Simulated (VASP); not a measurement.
A run of VASP 6.6.1 is set up as follows.

The input INCAR:

```
PREC = Accurate
ENCUT = 520
EDIFF = 1E-7
ISMEAR = 1
SIGMA = 0.1
LREAL = F
LASPH = T
NELM = 80
ALGO = Normal
ISIF = 2
LWAVE = F
LCHARG = F
GGA = PS
NBANDS = 28
```

KPOINTS

```
regular mesh
0
Gamma
  10 10 3
```

POSCAR

```
Pd
1.0
    2.8108260919      0.0000000000      0.0000000000
   -1.4054130459      2.4342469319      0.0000000000
    0.0000000000      0.0000000000      9.2776993859
Pd
4
Direct
    0.0000000000      0.0000000000      0.0000000000
    0.3333333333      0.6666666667      0.2500000000
    0.0000000000      0.0000000000      0.5000000000
    0.6666666667      0.3333333333      0.7500000000
```

Potentials or basis: VASP PAW PBE potentials, release 64 (Pd).

Run with:

```bash
$ cat potpaw_PBE.64/Pd/POTCAR > POTCAR
$ mpirun -np 1 vasp_std > vasp.out
```

What does it give for the pressure?

-14.0 GPa.

What does it give for the band gap on the k mesh?

Zero (band 20 reaches 8.63 eV, above the bottom of band 21 at 7.82 eV).

Stress tensor (GPa, compression positive):
```
-14.21   0.00   0.00
  0.00 -14.21   0.00
  0.00   0.00 -13.50
```

Caveat: the PAW data sets were made with another functional, which shifts forces and pressure a little.
